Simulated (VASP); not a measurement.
# TePb4Se3 (P4/mmm) in VASP: single point with PBEsol

Aim: the single point of TePb4Se3 with PBEsol.

Program: VASP 6.6.1. These are calculated values, not measurements. Logs are shortened: lines on timing, memory, paths and dates and some standing lists are left out, and cuts for length are marked.

## (1) The cell of the first run

It takes space group P4/mmm (No. 123, tetragonal). Conventional cell: a = 4.469 Å, b = 4.469 Å, c = 12.610 Å, α = 90.00°, β = 90.00°, γ = 90.00°. Within 4.2 Å of Te (site symmetry 4/mmm) lie 6 Pb at 3.16 to 3.25 Å. Within 4.0 Å of Pb (site symmetry 4mm) lie 5 Se at 3.06 to 3.16 Å and 1 Te at 3.25 Å. Within 4.2 Å of Pb (site symmetry 4/mmm) lie 4 Te at 3.16 Å and 2 Se at 3.18 Å. Within 4.1 Å of Pb (site symmetry 4/mmm) lie 6 Se at 3.12 to 3.16 Å. Within 4.1 Å of Se (site symmetry 4mm) lie 6 Pb at 3.12 to 3.18 Å. Se (site symmetry 4/mmm) has 6 Pb at 3.06 to 3.16 Å within 4.0 Å.

## (2) Single point, PBEsol

Input file POSCAR:

```
TePb4Se3
1.0
    4.4692837000      0.0000000000      0.0000000000
    0.0000000000      4.4692837000      0.0000000000
    0.0000000000      0.0000000000     12.6103972000
Te Pb Se
1 4 3
Direct
    0.0000000000      0.0000000000      0.0000000000
    0.0000000000      0.0000000000      0.7425040000
    0.5000000000      0.5000000000      0.0000000000
    0.0000000000      0.0000000000      0.2574960000
    0.5000000000      0.5000000000      0.5000000000
    0.5000000000      0.5000000000      0.2522740000
    0.0000000000      0.0000000000      0.5000000000
    0.5000000000      0.5000000000      0.7477260000
```

Input file INCAR.step1:

```
ALGO = Normal
EDIFF = 1E-6
ENCUT = 520
GGA = PS
ISIF = 2
ISMEAR = 0
LASPH = T
LCHARG = T
LREAL = F
LWAVE = F
NBANDS = 50
NELM = 60
PREC = Accurate
SIGMA = 0.01
```

Input file KPOINTS.step1:

```
k-points
0
Gamma
  8 8 4
```

Input file INCAR.step2:

```
ALGO = Normal
EDIFF = 1E-6
ENCUT = 520
GGA = PS
ICHARG = 11
ISIF = 2
ISMEAR = -5
LASPH = T
LCHARG = F
LORBIT = 10
LREAL = F
LWAVE = F
NBANDS = 50
NEDOS = 2001
NELM = 60
PREC = Accurate
SIGMA = 0.01
```

Input file KPOINTS.step2:

```
k-points
0
Gamma
  12 12 6
```

Potentials or basis: VASP PAW PBE potentials, release 64 (Te, Pb_d, Se).

Run with:

```
> cat potpaw_PBE.64/Te/POTCAR potpaw_PBE.64/Pb_d/POTCAR potpaw_PBE.64/Se/POTCAR > POTCAR
> cp INCAR.step1 INCAR
> cp KPOINTS.step1 KPOINTS
> mpirun -np 1 vasp_std > vasp.out
> cp INCAR.step2 INCAR
> cp KPOINTS.step2 KPOINTS
> mpirun -np 1 vasp_std > vasp.out
```

OUTCAR:

```text
EDIFF = 1E-6
   ENCUT = 520
   GGA = PS
   ICHARG = 11
   ISIF = 2
   ISMEAR = -5
   LASPH = T
   LORBIT = 10
   LREAL = F
   NELM = 60
   PREC = Accurate

 ion  position               nearest neighbor table
   1  0.000  0.000  0.000-   3 3.16   3 3.16   3 3.16   3 3.16   4 3.25   2 3.25
   2  0.000  0.000  0.743-   7 3.06   8 3.16   8 3.16   8 3.16   8 3.16   1 3.25
   3  0.500  0.500  0.000-   1 3.16   1 3.16   1 3.16   1 3.16   8 3.18   6 3.18
   4  0.000  0.000  0.257-   7 3.06   6 3.16   6 3.16   6 3.16   6 3.16   1 3.25
   5  0.500  0.500  0.500-   6 3.12   8 3.12   7 3.16   7 3.16   7 3.16   7 3.16
   6  0.500  0.500  0.252-   5 3.12   4 3.16   4 3.16   4 3.16   4 3.16   3 3.18
   7  0.000  0.000  0.500-   2 3.06   4 3.06   5 3.16   5 3.16   5 3.16   5 3.16
   8  0.500  0.500  0.748-   5 3.12   2 3.16   2 3.16   2 3.16   2 3.16   3 3.18

  LATTYP: Found a simple tetragonal cell.
 ALAT       =     4.4692837000
 C/A-ratio  =     2.8215700874

  Lattice vectors:

 A1 = (   4.4692837000,   0.0000000000,   0.0000000000)
 A2 = (   0.0000000000,   4.4692837000,   0.0000000000)
 A3 = (   0.0000000000,   0.0000000000,  12.6103972000)

Analysis of symmetry for initial positions (statically):
=====================================================================
 Subroutine PRICEL returns:
 Original cell was already a primitive cell.

 Routine SETGRP: Setting up the symmetry group for a
 simple tetragonal supercell.

 Subroutine GETGRP returns: Found 16 space group operations
 (whereof 16 operations were pure point group operations)
 out of a pool of 16 trial point group operations.

The static configuration has the point symmetry D_4h.

Analysis of symmetry for dynamics (positions and initial velocities):
=====================================================================
 Subroutine PRICEL returns:
 Original cell was already a primitive cell.

 Routine SETGRP: Setting up the symmetry group for a
 simple tetragonal supercell.

 Subroutine GETGRP returns: Found 16 space group operations
 (whereof 16 operations were pure point group operations)
 out of a pool of 16 trial point group operations.

The dynamic configuration has the point symmetry D_4h.

 Subroutine INISYM returns: Found 16 space group operations
 (whereof 16 operations are pure point group operations),
 and found     1 'primitive' translations

----------------------------------------------------------------------------------------

                                     Primitive cell

  volume of cell :     251.8863

  direct lattice vectors                    reciprocal lattice vectors
     4.469283700  0.000000000  0.000000000     0.223749502  0.000000000  0.000000000
     0.000000000  4.469283700  0.000000000     0.000000000  0.223749502  0.000000000
     0.000000000  0.000000000 12.610397200     0.000000000  0.000000000  0.079299643

  length of vectors
     4.469283700  4.469283700 12.610397200     0.223749502  0.223749502  0.079299643

  position of ions in fractional coordinates (direct lattice)
     0.000000000  0.000000000  0.000000000
     0.000000000  0.000000000  0.742504000
     0.500000000  0.500000000  0.000000000
     0.000000000  0.000000000  0.257496000
     0.500000000  0.500000000  0.500000000
     0.500000000  0.500000000  0.252274000
     0.000000000  0.000000000  0.500000000
     0.500000000  0.500000000  0.747726000

  ion indices of the primitive-cell ions
   primitive index   ion index
                 1           1
                 2           2
                 3           3
                 4           4
                 5           5
                 6           6
                 7           7
                 8           8

----------------------------------------------------------------------------------------

 KPOINTS: k-points

Automatic generation of k-mesh.
 Grid dimensions read from file:
 generate k-points for:   12   12    6

 Generating k-lattice:

  Cartesian coordinates                     Fractional coordinates (reciprocal lattice)
     0.018645792  0.000000000  0.000000000     0.083333333  0.000000000  0.000000000
     0.000000000  0.018645792  0.000000000     0.000000000  0.083333333  0.000000000
     0.000000000  0.000000000  0.013216607     0.000000000  0.000000000  0.166666667

  Length of vectors
     0.018645792  0.018645792  0.013216607

  Shift w.r.t. Gamma in fractional coordinates (k-lattice)
     0.000000000  0.000000000  0.000000000

 TETIRR: Found   1296 inequivalent tetrahedra from     5184

 Subroutine IBZKPT returns following result:
 ===========================================

 Found    112 irreducible k-points:

 Following reciprocal coordinates:
            Coordinates               Weight
  0.000000  0.000000  0.000000      1.000000
  0.083333  0.000000  0.000000      4.000000
  0.166667  0.000000  0.000000      4.000000
  0.250000  0.000000  0.000000      4.000000
  0.333333  0.000000  0.000000      4.000000
  0.416667  0.000000  0.000000      4.000000
[... 16 lines left out ...]
  0.333333  0.333333  0.000000      4.000000
  0.416667  0.333333  0.000000      8.000000
 [... further k-points ...]
   k-points           NKPTS =    112   k-points in BZ     NKDIM =    112   number of bands    NBANDS=     50
   number of dos      NEDOS =   2001   number of ions     NIONS =      8
   total plane-waves  NPLWV = 124416
   dimension x,y,z NGX =    36 NGY =   36 NGZ =   96
   dimension x,y,z NGXF=    72 NGYF=   72 NGZF=  192
   ions per type =               1   4   3
   NGX,Y,Z   is equivalent  to a cutoff of  13.39, 13.39, 12.66 a.u.
   NGXF,Y,Z  is equivalent  to a cutoff of  26.78, 26.78, 25.31 a.u.
 SYSTEM =  unknown system
   PREC   = accura    normal or accurate (medium, high low for compatibility)
   ISTART =      0    job   : 0-new  1-cont  2-samecut
   ICHARG =     11    charge: 1-file 2-atom 10-const
   ISPIN  =      1    spin polarized calculation?
   LNONCOLLINEAR =      F non collinear calculations
   LSORBIT =      F    spin-orbit coupling
   LASPH  =      T    aspherical Exc in radial PAW
   ENCUT  =  520.0 eV  38.22 Ry    6.18 a.u.   8.31  8.31 23.45*2*pi/ulx,y,z
   NELM   =     60;   NELMIN=  2; NELMDL=  0     # of ELM steps
   EDIFF  = 0.1E-05   stopping-criterion for ELM
   LREAL  =      F    real-space projection
[... 7 lines left out ...]
   TEBEG  =    0.0;   TEEND  =   0.0 temperature during run
   PSTRESS=    0.0 pullay stress
   NELECT =      80.0000    total number of electrons
   NUPDOWN=      -1.0000    fix difference up-down
   EMIN   =  10.00;   EMAX   =-10.00  energy-range for DOS
   EFERMI =   0.00;   METHOD = LEGACY
   ISMEAR =    -5;   SIGMA  =   0.01  broadening in eV -4-tet -1-fermi 0-gaus
   EFERMI_NEDOS =   21; number of points for ismear=-14 and -15
   IALGO  =     38    algorithm
   IMIX   =      4    mixing-type and parameters
     AMIX     =   0.40;   BMIX     =  1.00
     AMIX_MAG =   1.60;   BMIX_MAG =  1.00
  volume/ion in A,a.u.               =      31.49       212.48
  Fermi-wavevector in a.u.,A,eV,Ry     =   1.116957  2.110743 16.974546  1.247594
  Thomas-Fermi vector in A             =   2.253576
   LORBIT       =     10    0 simple, 1 ext, 2 COOP (PROOUT), +10 PAW based schemes
   GGA     = PS    functional components
   LHFCALC =     F    Hartree Fock is set to
   AEXX    =    0.0000 exact exchange contribution
   IVDW    =     0    specifies the selected vdW correction
   LEPSILON=     F    determine dielectric tensor
   LRPA    =     F    only Hartree local field effects (RPA)
 non-spin polarized calculation
 Fermi weights with tetrahedron method with Bloechl corrections
  energy-cutoff  :      520.00
  volume of cell :      251.89
 maximum number of plane-waves:      6838
 NGX is ok and might be reduce to    36

 number of electron      79.9999992 magnetization

 Free energy of the ion-electron system (eV)
  ---------------------------------------------------
  ext. energy  EPLUGINS =         0.00000000
  ---------------------------------------------------
  free energy    TOTEN  =       -34.72812454 eV

  energy without entropy =      -34.72812454  energy(sigma->0) =      -34.72812454

 E-fermi :   4.5333     XC(G=0):  -9.4200

 val. band max:        4.5233071795   @ k =   0.5000   0.0000   0.0000
 cond. band min:       4.7120517856   @ k =   0.5000   0.0000   0.0000
 fundamental gap:      0.1887446062
 Fermi energy:         4.5333203533

 k-point     1 :       0.0000    0.0000    0.0000
  band No.  band energies     occupation
      1     -12.3238      2.00000
      2     -12.3000      2.00000
      3     -12.2849      2.00000
      4     -12.2647      2.00000
      5     -12.2647      2.00000
      6     -12.2353      2.00000
[... 42 lines left out ...]
     49       8.9160      0.00000
     50       9.0984      0.00000

 k-point     2 :       0.0833    0.0000    0.0000
  band No.  band energies     occupation
      1     -12.3216      2.00000
      2     -12.2987      2.00000
      3     -12.2861      2.00000
      4     -12.2652      2.00000
      5     -12.2647      2.00000
      6     -12.2345      2.00000
[... 42 lines left out ...]
     49       8.8192      0.00000
     50       8.8330      0.00000

 k-point     3 :       0.1667    0.0000    0.0000
  band No.  band energies     occupation
      1     -12.3157      2.00000
      2     -12.2951      2.00000
      3     -12.2891      2.00000
      4     -12.2665      2.00000
      5     -12.2646      2.00000
      6     -12.2327      2.00000
[... 1102 lines left out ...]
     49       8.8547      0.00000
     50       9.0160      0.00000

 k-point    24 :       0.4167    0.3333    0.0000
  band No.  band energies     occupation
      1     -12.3414      2.00000
      2     -12.2942      2.00000
      3     -12.2720      2.00000
      4     -12.2712      2.00000
      5     -12.2684      2.00000
      6     -12.2349      2.00000
[... 42 lines left out ...]
     49       8.9877      0.00000
     50       9.2659      0.00000

 [... further k-points ...]
[... 5 lines left out ...]
  --------------------------------------------------------------------------------------
  -------------------------------------------------------------------------------------
  Total       -3.9843778     -3.9843778     -4.0261735      0.0000000      0.0000000      0.0000000
  in kB      -25.3434933    -25.3434933    -25.6093441      0.0000000      0.0000000      0.0000000
  external PRESSURE =     -25.4321102 kB  Pullay stress =       0.0000000 kB

 VOLUME and BASIS-vectors are now :
 -----------------------------------------------------------------------------
  energy-cutoff  :      520.00
  volume of cell :      251.89
      direct lattice vectors                 reciprocal lattice vectors
     4.469283700  0.000000000  0.000000000     0.223749502  0.000000000  0.000000000
     0.000000000  4.469283700  0.000000000     0.000000000  0.223749502  0.000000000
     0.000000000  0.000000000 12.610397200     0.000000000  0.000000000  0.079299643

 POSITION                                       TOTAL-FORCE (eV/Angst)
 -----------------------------------------------------------------------------------
      0.00000      0.00000      0.00000         0.000000     -0.000000      0.000000
      0.00000      0.00000      9.36327        -0.000000     -0.000000     -0.008836
      2.23464      2.23464      0.00000         0.000000     -0.000000      0.000000
      0.00000      0.00000      3.24713         0.000000     -0.000000      0.008836
      2.23464      2.23464      6.30520         0.000000     -0.000000      0.000000
      2.23464      2.23464      3.18128         0.000000     -0.000000      0.005160
      0.00000      0.00000      6.30520         0.000000     -0.000000      0.000000
      2.23464      2.23464      9.42912         0.000000      0.000000     -0.005160
 -----------------------------------------------------------------------------------
    total drift:                                0.000000      0.000000      0.000000

  FREE ENERGIE OF THE ION-ELECTRON SYSTEM (eV)
  ---------------------------------------------------
  free  energy   TOTEN  =       -34.7281245401 eV

  energy  without entropy=      -34.7281245401  energy(sigma->0) =      -34.72812454

 total charge

# of ion       s       p       d       tot
------------------------------------------
    1        1.376   2.005   0.021   3.403
    2        1.462   0.514   9.832  11.808
    3        1.453   0.577   9.834  11.864
    4        1.462   0.514   9.832  11.808
    5        1.464   0.499   9.832  11.796
    6        1.467   2.284   0.013   3.764
    7        1.468   2.295   0.014   3.777
    8        1.467   2.284   0.013   3.764
--------------------------------------------------
tot         11.620  10.973  39.391  61.984
```

Wall time 21 min (1 thread of Oxide Virtual Turin-like, shared host); peak memory 1.1 GiB.

What came out:

```yaml
Valence_electrons_inside_the_program's_atomic_spheres: Te 3.40; Pb 11.81, 11.86, 11.80 (each value once); Se 3.76, 3.78 (each value once)
```

Levels at points of the mesh, in eV from the valence-band top:
| k point | band 36 | band 37 | band 38 | band 39 | band 40 | band 41 | band 42 | band 43 | band 44 | band 45 |
| --- | --- | --- | --- | --- | --- | --- | --- | --- | --- | --- |
| (0.00, 0.00, 0.00) | -1.67 | -1.57 | -1.57 | -1.50 | -1.39 | 2.26 | 2.37 | 3.56 | 4.24 | 4.25 |
| (0.50, 0.00, 0.00) | -0.92 | -0.81 | -0.74 | -0.13 | 0.00 | 0.19 | 0.46 | 1.37 | 1.37 | 1.44 |
| (0.50, 0.50, 0.00) | -2.86 | -2.86 | -2.85 | -0.73 | -0.52 | 1.70 | 1.79 | 3.60 | 3.60 | 4.53 |
| (0.00, 0.00, 0.50) | -1.82 | -1.76 | -1.76 | -1.07 | -0.71 | 2.31 | 2.58 | 3.67 | 3.91 | 4.15 |
| (0.50, 0.00, 0.50) | -0.93 | -0.76 | -0.67 | -0.60 | -0.25 | 0.82 | 0.85 | 0.95 | 1.27 | 1.55 |
| (0.50, 0.50, 0.50) | -3.12 | -2.15 | -2.07 | -1.94 | -1.84 | 3.35 | 3.57 | 3.74 | 3.78 | 3.89 |

Caveat: the PAW data sets were made with another functional, which shifts forces and pressure a little; spin-orbit coupling is left out, which moves the levels of the heavy elements.
